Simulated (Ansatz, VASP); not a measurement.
**Two plane-wave programs on Bi**

Contents of INCAR:

```
ALGO     = Fast           # electronic algorithm
EDIFF    = 1E-6           # SCF threshold, eV
ENCUT    = 520            # plane-wave cutoff, eV
GGA      = PE             # functional
ISIF     = 2              # what is computed and relaxed
ISMEAR   = 0              # smearing method
IVDW     = 12             # dispersion correction
LASPH    = T              # aspherical terms in the spheres
LCHARG   = F              # write CHGCAR
LREAL    = F              # projectors in reciprocal space
LWAVE    = F              # write WAVECAR
NBANDS   = 14             # bands
NELM     = 60             # most SCF steps
PREC     = Accurate       # precision mode
SIGMA    = 0.15           # smearing width, eV
```

File KPOINTS:

```
k-points
0
Gamma
  18 18 18
```

The input POSCAR:

```
Bi
1.0
   -2.0955298414      2.0955298414      1.8046702994
    2.0955298414     -2.0955298414      1.8046702994
    2.0955298414      2.0955298414     -1.8046702994
Bi
1
Direct
    0.0000000000      0.0000000000      0.0000000000
```

Input for Ansatz:

```yaml
crystal:
  lattice:
    - [-2.0955298414, 2.0955298414, 1.8046702994]
    - [2.0955298414, -2.0955298414, 1.8046702994]
    - [2.0955298414, 2.0955298414, -1.8046702994]
  atoms:
    - { symbol: Bi, position: [0.0, 0.0, 0.0] }
basis:
  ecutwfc: 420
kpoints:
  mp_grid: { grid: [18, 18, 18] }
hamiltonian:
  xc: pbe
  dispersion: d3bj
scf:
  occupations: { method: gaussian, width: 0.15 }
output:
  forces: true
  stress: true
  eigenvalues: true
```

Alike in both runs: task single point; functional PBE; dispersion D3(BJ); k mesh 18 × 18 × 18; occupations gaussian, width 0.15 eV; no spin polarisation.

|  | VASP | Ansatz |
| --- | --- | --- |
| version | VASP 6.6.1 | Ansatz 0.2.0 |
| potentials or method | VASP PAW PBE potentials, release 64 (Bi_d), cutoff 520 eV | scalar-relativistic, plane waves, PAW |
| valence electrons in the cell | 15 | 15 |

|  | VASP | Ansatz | Ansatz less VASP |
| --- | --- | --- | --- |
| gap on the k mesh at the Fermi level (eV) | none | none | - |
| pressure (GPa) | -2.3 | -2.2 | +0.05 |
| traceless stress, the component that is largest in VASP (GPa) | 0.24 | 0.25 | +0.007 |

A gap of «none» marks a metal or a gap that the smearing closes.

Spin-orbit coupling is off throughout.
